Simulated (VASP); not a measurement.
Ba5HfO2, 8 atoms in the cell. It takes space group R-3m (No. 166, trigonal). The conventional cell has a = 7.141 Å, b = 7.141 Å, c = 14.699 Å, α = 90.00°, β = 90.00°, γ = 120.00°. Ba (site symmetry 2/m) has 2 O at 2.09 Å within 2.8 Å. Ba (site symmetry 3m) has 10 Ba at 3.08 to 3.94 Å and 4 O at 3.72 to 4.29 Å and 3 Hf at 4.22 Å within 4.3 Å. Within 2.8 Å of Hf (site symmetry -3m) lie 2 O at 2.09 Å. O (site symmetry 3m) has 3 Ba at 2.09 Å and 1 Hf at 2.09 Å within 2.8 Å. The cell was built from a structure type or drawn by symmetry, and may not be a known phase.

```yaml
Program: VASP 6.6.1
Task: relaxation of cell and atoms
Functional: PBE
Potentials_or_basis: VASP PAW PBE potentials, release 64 (Ba_sv, Hf_pv, O)
Cutoff: 600 eV
k_mesh: 3 × 3 × 3
Occupations: gaussian, width 0.2 eV
Spin: no spin polarisation
Dipole_correction: no
Further_INCAR_settings: ALGO = Normal; EDIFF = 1e-06; IBRION = 2; EDIFFG = -0.08; NSW = 36; ISIF = 3
```

Potentials or basis: VASP PAW PBE potentials, release 64 (Ba_sv, Hf_pv, O).

Launch:

```console
$ cat potpaw_PBE.64/Ba_sv/POTCAR potpaw_PBE.64/Hf_pv/POTCAR potpaw_PBE.64/O/POTCAR > POTCAR
$ mpirun -np 1 vasp_std > vasp.out
```

Hardware: 1 thread of Intel(R) Xeon(R) 6975P-C (Granite Rapids), with other jobs on the host.

Question: Estimate the wall time of this run.

Answer: It took 14 min on 1 thread of Intel(R) Xeon(R) 6975P-C (Granite Rapids), on a shared host, peak memory 0.45 GiB. Counts: scf iterations 200, k points 6, ion steps 19.
